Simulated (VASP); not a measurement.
A run of VASP 6.6.1 is set up as follows.

File INCAR:

```
ALGO     = Normal         # electronic algorithm
EDIFF    = 1E-6           # SCF threshold, eV
ENCUT    = 520            # plane-wave cutoff, eV
GGA      = PS             # functional
ISIF     = 2              # what is computed and relaxed
ISMEAR   = 0              # smearing method
LASPH    = True           # aspherical terms in the spheres
LCHARG   = False          # write CHGCAR
LREAL    = False          # projectors in reciprocal space
LWAVE    = False          # write WAVECAR
NBANDS   = 16             # bands
NELM     = 100            # most SCF steps
PREC     = Accurate       # precision mode
SIGMA    = 0.05           # smearing width, eV
```

File KPOINTS:

```
k-points
0
Gamma
  9 9 6
```

Contents of POSCAR:

```
MgO
1.0
    3.1878000000      0.0000000000      0.0000000000
   -1.5939000000      2.7607157822      0.0000000000
    0.0000000000      0.0000000000      5.3206000000
Mg O
2 2
Direct
    0.3333333333      0.6666666667      0.0036583380
    0.6666666667      0.3333333333      0.5036583380
    0.3333333333      0.6666666667      0.4009416620
    0.6666666667      0.3333333333      0.9009416620
```

Potentials or basis: VASP PAW PBE potentials, release 64 (Mg, O).

The run is started by

```console
$ cat potpaw_PBE.64/Mg/POTCAR potpaw_PBE.64/O/POTCAR > POTCAR
$ mpirun -np 1 vasp_std > vasp.out
```

Predict the band gap on the k mesh.

3.59 eV, direct.

Estimate the pressure.

4.0 GPa.

Predict the largest force.

0.753 eV/Å.

Forces in eV/Å, atoms in the order of the input:
```
Mg   0.000  0.000  0.753
Mg   0.000  0.000  0.753
O    0.000  0.000 -0.753
O    0.000  0.000 -0.753
```

Caveat: the PAW data sets were made with another functional, which shifts forces and pressure a little. A k mesh can miss the band edges.
